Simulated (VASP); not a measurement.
Runs of VASP 6.6.1 on Sn. The structure is that of space group Im-3m (No. 229), or close to it. The cells are those of the table. 

```csv
cell,further INCAR settings,gap on the mesh (eV),pressure (GPa)
"a = 3.315 Å, angles 110.3, 110.3, 107.9°, 1 atom",ALGO = Fast; EDIFF = 1e-07; NBANDS = 13,none,(a)
"a = 3.233 Å, angles 110.7, 110.7, 107.0°, 1 atom",ALGO = Fast; EDIFF = 1e-07; NBANDS = 13,none,(b)
"a = 3.348 Å, angles 108.7, 108.7, 111.1°, 1 atom",ALGO = Fast; EDIFF = 1e-06; NBANDS = 13,none,-5.4
"a = 3.200 Å, angles 109.9, 109.9, 108.6°, 1 atom",ALGO = Fast; EDIFF = 1e-06; NBANDS = 13,none,0.8
"a = 3.249 Å, angles 108.7, 108.7, 111.1°, 1 atom",ALGO = Fast; EDIFF = 1e-06; NBANDS = 13,none,-1.8
"a = 3.216 Å, angles 110.3, 110.3, 107.8°, 1 atom",ALGO = Fast; EDIFF = 1e-06; NBANDS = 13,none,-0.1
```

Alike in all rows: task single point; level LDA; potentials or basis VASP PAW LDA potentials, release 64 (Sn_d); no spin polarisation; k mesh 18 × 18 × 18; cutoff (eV) 520; smearing gaussian 0.15 eV.

Q: Estimate the missing entries.

A: (a) -4.4; (b) -1.0.

Caveats: spin-orbit coupling is left out, which moves the levels of the heavy elements; the cell stands under tension (at least some runs).

A k mesh can miss the band edges, and the runs leave out spin-orbit coupling on Sn.

A gap of «none» marks levels without a gap at the run's occupations.
